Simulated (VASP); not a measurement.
# B (Fm-3m) in VASP: notebook, part 2 of 2

VASP 6.6.1. Earlier steps stand in the parts before.

## Step 4: Relaxation of cell and atoms, PBE, target pressure 160 GPa, at which the enthalpy is minimised

This run uses another cell than the first one, of 4.23 Å³/atom, 0.994 times its volume.

The input, INCAR:

```
SYSTEM = B
PREC = Accurate
ENCUT = 600
EDIFF = 1E-7
ISMEAR = -1
SIGMA = 0.08
LREAL = .FALSE.
LASPH = .TRUE.
NELM = 80
ALGO = Normal
ISIF = 3
LWAVE = .FALSE.
LCHARG = .FALSE.
GGA = PE
IBRION = 2
NSW = 60
EDIFFG = -0.005
PSTRESS = 1600.0
```

The input, KPOINTS:

```
regular mesh
0
G
  25 25 25
  0 0 0
```

The input, POSCAR:

```
B
1.0
    0.0000000000      1.2833718094      1.2833718094
    1.2833718094      0.0000000000      1.2833718094
    1.2833718094      1.2833718094      0.0000000000
B
1
Direct
    0.0000000000      0.0000000000      0.0000000000
```

Potentials or basis: VASP PAW PBE potentials, release 64 (B).

The run is started by

```console
$ cat potpaw_PBE.64/B/POTCAR > POTCAR
$ mpirun -np 1 vasp_std > vasp.out
```

OUTCAR:

```text
SYSTEM = B
   PREC = Accurate
   ENCUT = 600
   EDIFF = 1E-7
   ISMEAR = -1
   LREAL = .FALSE.
   LASPH = .TRUE.
   NELM = 80
   ISIF = 3
   GGA = PE
   IBRION = 2
   NSW = 60
   EDIFFG = -0.005
   PSTRESS = 1600.0

 ion  position               nearest neighbor table
   1  0.000  0.000  0.000-

  LATTYP: Found a face centered cubic cell.
 ALAT       =     2.5667436188

  Lattice vectors:

 A1 = (   0.0000000000,   1.2833718094,   1.2833718094)
 A2 = (   1.2833718094,   0.0000000000,   1.2833718094)
 A3 = (   1.2833718094,   1.2833718094,   0.0000000000)

Analysis of symmetry for initial positions (statically):
=====================================================================
 Subroutine PRICEL returns:
 Original cell was already a primitive cell.

 Routine SETGRP: Setting up the symmetry group for a
 face centered cubic supercell.

 Subroutine GETGRP returns: Found 48 space group operations
 (whereof 48 operations were pure point group operations)
 out of a pool of 48 trial point group operations.

The static configuration has the point symmetry O_h .

Analysis of symmetry for dynamics (positions and initial velocities):
=====================================================================
 Subroutine PRICEL returns:
 Original cell was already a primitive cell.

 Routine SETGRP: Setting up the symmetry group for a
 face centered cubic supercell.

 Subroutine GETGRP returns: Found 48 space group operations
 (whereof 48 operations were pure point group operations)
 out of a pool of 48 trial point group operations.

The dynamic configuration has the point symmetry O_h .

 Subroutine INISYM returns: Found 48 space group operations
 (whereof 48 operations are pure point group operations),
 and found     1 'primitive' translations

----------------------------------------------------------------------------------------

                                     Primitive cell

  volume of cell :       4.2275

  direct lattice vectors                    reciprocal lattice vectors
     0.000000000  1.283371809  1.283371809    -0.389598709  0.389598709  0.389598709
     1.283371809  0.000000000  1.283371809     0.389598709 -0.389598709  0.389598709
     1.283371809  1.283371809  0.000000000     0.389598709  0.389598709 -0.389598709

  length of vectors
     1.814961818  1.814961818  1.814961818     0.674804758  0.674804758  0.674804758

  position of ions in fractional coordinates (direct lattice)
     0.000000000  0.000000000  0.000000000

  ion indices of the primitive-cell ions
   primitive index   ion index
                 1           1

----------------------------------------------------------------------------------------

 KPOINTS: regular mesh

Automatic generation of k-mesh.
 Grid dimensions read from file:
 generate k-points for:   25   25   25

 Generating k-lattice:

  Cartesian coordinates                     Fractional coordinates (reciprocal lattice)
    -0.015583948  0.015583948  0.015583948     0.040000000  0.000000000  0.000000000
     0.015583948 -0.015583948  0.015583948     0.000000000  0.040000000  0.000000000
     0.015583948  0.015583948 -0.015583948     0.000000000  0.000000000  0.040000000

  Length of vectors
     0.026992190  0.026992190  0.026992190

  Shift w.r.t. Gamma in fractional coordinates (k-lattice)
     0.000000000  0.000000000  0.000000000

 Subroutine IBZKPT returns following result:
 ===========================================

 Found    455 irreducible k-points:

 Following reciprocal coordinates:
            Coordinates               Weight
  0.000000  0.000000  0.000000      1.000000
  0.040000  0.000000  0.000000      8.000000
  0.080000  0.000000  0.000000      8.000000
  0.120000  0.000000  0.000000      8.000000
  0.160000  0.000000  0.000000      8.000000
  0.200000  0.000000  0.000000      8.000000
[... 16 lines left out ...]
  0.400000  0.040000  0.000000     24.000000
  0.440000  0.040000  0.000000     24.000000
 [... further k-points ...]
   k-points           NKPTS =    455   k-points in BZ     NKDIM =    455   number of bands    NBANDS=      5
   number of dos      NEDOS =    301   number of ions     NIONS =      1
   total plane-waves  NPLWV =   2744
   dimension x,y,z NGX =    14 NGY =   14 NGZ =   14
   dimension x,y,z NGXF=    28 NGYF=   28 NGZF=   28
   ions per type =               1
   NGX,Y,Z   is equivalent  to a cutoff of  12.82, 12.82, 12.82 a.u.
   NGXF,Y,Z  is equivalent  to a cutoff of  25.65, 25.65, 25.65 a.u.
 SYSTEM =  B
   PREC   = accura    normal or accurate (medium, high low for compatibility)
   ISTART =      0    job   : 0-new  1-cont  2-samecut
   ICHARG =      2    charge: 1-file 2-atom 10-const
   ISPIN  =      1    spin polarized calculation?
   LNONCOLLINEAR =      F non collinear calculations
   LSORBIT =      F    spin-orbit coupling
   LASPH  =      T    aspherical Exc in radial PAW
   ENCUT  =  600.0 eV  44.10 Ry    6.64 a.u.   3.62  3.62  3.62*2*pi/ulx,y,z
   NELM   =     80;   NELMIN=  2; NELMDL= -5     # of ELM steps
   EDIFF  = 0.1E-06   stopping-criterion for ELM
   LREAL  =      F    real-space projection
   EDIFFG = -.5E-02   stopping-criterion for IOM
   NSW    =     60    number of steps for IOM
   IBRION =      2    ionic relax: 0-MD 1-quasi-New 2-CG
   NFREE  =      1    steps in history (QN), initial steepest desc. (CG)
   ISIF   =      3    stress and relaxation
   ISYM   =      2    0-nonsym 1-usesym 2-fastsym
   POTIM  = 0.5000    time-step for ionic-motion
   TEBEG  =    0.0;   TEEND  =   0.0 temperature during run
   PSTRESS= 1600.0 pullay stress
   NELECT =       3.0000    total number of electrons
   NUPDOWN=      -1.0000    fix difference up-down
   EMIN   =  10.00;   EMAX   =-10.00  energy-range for DOS
   EFERMI =   0.00;   METHOD = LEGACY
   ISMEAR =    -1;   SIGMA  =   0.08  broadening in eV -4-tet -1-fermi 0-gaus
   EFERMI_NEDOS =   21; number of points for ismear=-14 and -15
   IALGO  =     38    algorithm
   IMIX   =      4    mixing-type and parameters
     AMIX     =   0.40;   BMIX     =  1.00
     AMIX_MAG =   1.60;   BMIX_MAG =  1.00
  volume/ion in A,a.u.               =       4.23        28.53
  Fermi-wavevector in a.u.,A,eV,Ry     =   1.460224  2.759423 29.011071  2.132254
  Thomas-Fermi vector in A             =   2.576699
   LORBIT       =      0    0 simple, 1 ext, 2 COOP (PROOUT), +10 PAW based schemes
   GGA     = PE    functional components
   LHFCALC =     F    Hartree Fock is set to
   AEXX    =    0.0000 exact exchange contribution
   IVDW    =     0    specifies the selected vdW correction
   LEPSILON=     F    determine dielectric tensor
   LRPA    =     F    only Hartree local field effects (RPA)
 conjugate gradient relaxation of ions
 non-spin polarized calculation
  energy-cutoff  :      600.00
  volume of cell :        4.23
 maximum number of plane-waves:       150
   NGX =  7   NGY =  7   NGZ =  7

--------------------------------------- Ionic step        1  -------------------------------------------

 number of electron       3.0000000 magnetization

 Free energy of the ion-electron system (eV)
  ---------------------------------------------------
  ext. energy  EPLUGINS =         0.00000000
  ---------------------------------------------------
  free energy    TOTEN  =        -4.69067447 eV

  energy without entropy =       -4.68713427  energy(sigma->0) =       -4.68890437

------------------------ aborting loop because EDIFF is reached ----------------------------------------

  FORCE on cell =-STRESS in cart. coord.  units (eV):
  Direction    XX          YY          ZZ          XY          YZ          ZX
  --------------------------------------------------------------------------------------
  -------------------------------------------------------------------------------------
  Total        4.3352871      4.3352871      4.3352871     -0.0000000     -0.0000000      0.0000000
  in kB     1643.0128582   1643.0128582   1643.0128582     -0.0000000     -0.0000000      0.0000000
  external PRESSURE =      43.0128582 kB  Pullay stress =    1600.0000000 kB
[... 61 lines left out ...]
--------------------------------------- Ionic step        3  -------------------------------------------

 number of electron       3.0000000 magnetization

 Free energy of the ion-electron system (eV)
  ---------------------------------------------------
  ext. energy  EPLUGINS =         0.00000000
  ---------------------------------------------------
  free energy    TOTEN  =        -4.71430591 eV

  energy without entropy =       -4.71073011  energy(sigma->0) =       -4.71251801

 E-fermi :  15.0170     XC(G=0): -14.4498

 val. band max:       15.0059122942   @ k =  -0.3600   0.4800   0.1600
 cond. band min:      15.0531103565   @ k =  -0.4400   0.4400   0.0400
 fundamental gap:      0.0471980622
 Fermi energy:        15.0170296441

 k-point     1 :       0.0000    0.0000    0.0000
  band No.  band energies     occupation
      1      -8.3910      2.00000
      2      36.3763      0.00000
      3      36.3763      0.00000
      4      36.3763      0.00000
      5      54.2137      0.00000
[... 177 lines left out ...]
 k-point    24 :       0.4400    0.0400    0.0000
  band No.  band energies     occupation
      1       0.3844      2.00000
      2      11.2315      2.00000
      3      31.8962      0.00000
      4      32.5626      0.00000
      5      48.2437      0.00000

 [... further k-points ...]

------------------------ aborting loop because EDIFF is reached ----------------------------------------

  FORCE on cell =-STRESS in cart. coord.  units (eV):
  Direction    XX          YY          ZZ          XY          YZ          ZX
  --------------------------------------------------------------------------------------
  -------------------------------------------------------------------------------------
  Total        4.2452792      4.2452792      4.2452792     -0.0000000     -0.0000000      0.0000000
  in kB     1600.0624205   1600.0624205   1600.0624205     -0.0000000     -0.0000000      0.0000000
  external PRESSURE =       0.0624205 kB  Pullay stress =    1600.0000000 kB
[... 20 lines left out ...]
  energy  without entropy=       -4.7107301118  energy(sigma->0) =       -4.71251801

  enthalpy is  TOTEN    =        -0.4691923422 eV   P V=        4.2451135645

 reached required accuracy - stopping structural energy minimisation
```

Run time: 8.3 s. Hardware: 1 thread of Intel Xeon 6975P-C, shared host; peak memory 0.12 GiB.

What came out:

```
Free energy                                            : -4.7143 eV
Relaxed volume                                         : 4.25 Å³/atom
Relaxed cell                                           : a = 1.818 Å, b = 1.818 Å, c = 1.818 Å, α = 60.00°, β = 60.00°, γ = 60.00°
Space group after relaxing (to 0.05 Å)                 : Fm-3m (No. 225)
Energy change on relaxing (the enthalpy is what falls) : -23.6 meV/atom
Ionic steps                                            : 3
Pressure after relaxing                                : 160.0 GPa
```

The path:
```csv
step,energy change (eV),largest force (eV/Å),pressure (GPa),volume (Å³)
1,0.0000,0.0000,164.30,4.23
2,-0.0688,0.0000,151.73,4.30
3,-0.0236,0.0000,160.01,4.25
```

Final structure:
```
CELL_PARAMETERS angstrom
0.00000 1.28573 1.28573
1.28573 0.00000 1.28573
1.28573 1.28573 0.00000
ATOMIC_POSITIONS crystal
B 0.00000 0.00000 0.00000
```

Caveat: the cell is relaxed towards a set pressure, so the enthalpy falls and the energy may rise.

## Step 5: Relaxation of cell and atoms, PBE, target pressure 160 GPa, at which the enthalpy is minimised

The input, INCAR:

```
  PREC = Accurate
  ENCUT = 600
  EDIFF = 1E-6
  ISMEAR = -1
  SIGMA = 0.08
  LREAL = False
  LASPH = True
  NELM = 80
  ALGO = Normal
  ISIF = 3
  LWAVE = False
  LCHARG = False
  GGA = PE
  IBRION = 2
  NSW = 32
  EDIFFG = -0.005
  PSTRESS = 1600.0
```

The input, KPOINTS:

```
regular mesh
0
Gamma
  25 25 25
```

The input, POSCAR:

```
B
1.0
    0.0000000000      1.2858277157      1.2858277157
    1.2858277157      0.0000000000      1.2858277157
    1.2858277157      1.2858277157      0.0000000000
B
1
Direct
    0.0000000000      0.0000000000      0.0000000000
```

The run is started by

```console
$ cat potpaw_PBE.64/B/POTCAR > POTCAR
$ mpirun -np 1 vasp_std > vasp.out
```

Wall time 5.8 s (1 thread of Intel Xeon 6975P-C, shared host); peak memory 0.12 GiB.

The run converged. Its results:

* Free energy: -4.7153 eV
* Pressure after relaxing: 159.8 GPa

Final structure:
```
CELL_PARAMETERS angstrom
0.00000 1.28583 1.28583
1.28583 0.00000 1.28583
1.28583 1.28583 0.00000
ATOMIC_POSITIONS crystal
B 0.00000 0.00000 0.00000
```

Levels at points of the mesh, in eV from the Fermi level:
| k point | band 1 | band 2 | band 3 | band 4 |
| --- | --- | --- | --- | --- |
| (0.00, 0.00, 0.00) | -23.40 | 21.35 | 21.35 | 21.35 |

Caveat: the relaxation stopped at its first step, so nothing moved; the cell is relaxed towards a set pressure, so the enthalpy falls and the energy may rise.

## Step 6: Single point, PBE (volume scaled by 0.718, to set the pressure)

The input, INCAR:

```
ALGO = Normal
EDIFF = 1E-6
ENCUT = 500
GGA = PE
GGA_COMPAT = F
ISIF = 2
ISMEAR = -1
LASPH = T
LCHARG = F
LREAL = F
LWAVE = F
NBANDS = 8
NELM = 120
PREC = Accurate
SIGMA = 0.08
```

The input, KPOINTS:

```
k-points
0
Gamma
  25 25 25
```

The input, POSCAR:

```
B
1.0
    0.0000000000      1.2833718094      1.2833718094
    1.2833718094      0.0000000000      1.2833718094
    1.2833718094      1.2833718094      0.0000000000
B
1
Direct
    0.0000000000      0.0000000000      0.0000000000
```

Potentials or basis: VASP PAW PBE potentials, release 64 (B).

The run is started by

```console
$ cat potpaw_PBE.64/B/POTCAR > POTCAR
$ mpirun -np 1 vasp_std > vasp.out
```

Run time: 8 s. Hardware: 1 thread of AMD EPYC 9R45 (Zen 5), shared host; peak memory 0.08 GiB.

It converged, with:

| Property | Result |
| --- | --- |
| Free energy | -4.6891 eV |
| Pressure | 164.4 GPa |

Levels at points of the mesh, in eV from the Fermi level:
```
           k point  band 1  band 2  band 3  band 4
(0.00, 0.00, 0.00)  -23.48   21.46   21.46   21.46
```

Caveat: the cell differs from its parent crystal (volume scaled by 0.718, to set the pressure).

## Step 7: Overview

```tsv
task	cell	cutoff (eV)	gap on the mesh (eV)	pressure (GPa)
single point	a = 1.818 Å, angles 60.0°, 1 atom	520	none	160.1
relaxation of cell and atoms	relaxed to 160 GPa from a = 1.815 Å, angles 60.0°, 1 atom	600	none	160.0
relaxation of cell and atoms	relaxed to 160 GPa from a = 1.818 Å, angles 60.0°, 1 atom	600	none	159.8
single point	a = 1.815 Å, angles 60.0°, 1 atom	500	none	164.4
```

Alike in all rows: level PBE; potentials or basis VASP PAW PBE potentials, release 64 (B); no spin polarisation; k mesh 25 × 25 × 25; smearing fermi-dirac 0.08 eV.

Caveats: the cell is relaxed towards a set pressure, so the enthalpy falls and the energy may rise (some runs); the relaxation stopped at its first step, so nothing moved (some runs).

Total energies depend on the potentials used, so only differences within one code and one set of settings carry meaning.
